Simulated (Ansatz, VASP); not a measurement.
# Y in VASP and in Ansatz

```
CELL_PARAMETERS angstrom
3.68801 0.00000 0.00000
-1.84401 3.19391 0.00000
0.00000 0.00000 5.74740
ATOMIC_POSITIONS crystal
Y 0.33333 0.66667 0.25000
Y 0.66667 0.33333 0.75000
```

Change from the starting cell: equal xx and yy strain of +1 %.

Alike in both runs: task single point; functional LDA; k mesh 12 × 12 × 7; occupations fermi-dirac, width 0.08 eV; no spin polarisation.

|  | VASP | Ansatz |
| --- | --- | --- |
| version | VASP 6.6.1 | Ansatz 0.2.0 |
| potentials or method | VASP PAW LDA potentials, release 64 (Y_sv), cutoff 520 eV | all-electron LAPW, scalar-relativistic |

```tsv
	VASP	Ansatz	Ansatz less VASP
pressure (GPa)	-4.6	-4.5	+0.08
traceless stress, the component that is largest in VASP (GPa)	-0.07	-0.08	-0.004
```

LDA's correlation is that of Perdew and Zunger in VASP and of Perdew and Wang (1992) in Ansatz. Ansatz ran all-electron here, and VASP with PAW potentials.
